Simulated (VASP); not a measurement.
Set up this calculation in VASP 6.6.1, as the native input.

* Task: single point
* Functional: r2SCAN
* Potentials or basis: VASP PAW PBE potentials, release 64 (Ga_d, P)
* Cutoff: 520 eV
* k mesh: 8 × 8 × 8
* Occupations: gaussian, width 0.02 eV
* Spin: no spin polarisation
* Dipole correction: no
* Further INCAR settings: ALGO = Normal; EDIFF = 1e-06; NBANDS = 16

The system is GaP.

```xyz
2
Lattice="0.0000 2.8132 2.8132 2.8132 0.0000 2.8132 2.8132 2.8132 0.0000" Properties=species:S:1:pos:R:3 pbc="T T T"
Ga    0.0000    0.0000    0.0000
P     1.4066    1.4066    1.4066
```

This cell differs from its parent crystal: volume scaled by 1.10.

One way to write it, as run:

POSCAR

```
GaP
1.0
    0.0000000000      2.8132213846      2.8132213846
    2.8132213846      0.0000000000      2.8132213846
    2.8132213846      2.8132213846      0.0000000000
Ga P
1 1
Direct
    0.0000000000      0.0000000000      0.0000000000
    0.2500000000      0.2500000000      0.2500000000
```

INCAR.step1

```
SYSTEM = GaP
PREC = Accurate
ENCUT = 520
ISMEAR = 0
SIGMA = 0.02
LREAL = .False.
LASPH = .True.
NELM = 100
NBANDS = 16
GGA = PE
ALGO = Normal
EDIFF = 1E-4
LWAVE = .True.
LCHARG = .False.
```

INCAR.step2

```
SYSTEM = GaP
PREC = Accurate
ENCUT = 520
EDIFF = 1E-6
ISMEAR = 0
SIGMA = 0.02
LREAL = .False.
LASPH = .True.
NELM = 100
ALGO = Normal
ISIF = 2
LWAVE = .False.
LCHARG = .False.
METAGGA = R2SCAN
LMIXTAU = .True.
NBANDS = 16
ISTART = 1
```

KPOINTS

```
regular mesh
0
Gamma
  8 8 8
  0 0 0
```

Potentials or basis: VASP PAW PBE potentials, release 64 (Ga_d, P).

Run with:

```console
$ cat potpaw_PBE.64/Ga_d/POTCAR potpaw_PBE.64/P/POTCAR > POTCAR
$ cp INCAR.step1 INCAR
$ mpirun -np 1 vasp_std > vasp.out
$ cp INCAR.step2 INCAR
$ mpirun -np 1 vasp_std > vasp.out
```

Results of the run:

The pressure is -6.7 GPa and the band gap on the k mesh is 1.52 eV, direct.

Caveat: the PAW data sets were made with another functional, which shifts forces and pressure a little.

Run time: 76 s on 1 thread of Intel(R) Xeon(R) Platinum 8259CL CPU @ 2.50GHz (Skylake/Cascade Lake), with other jobs on the host, peak memory 0.17 GiB.
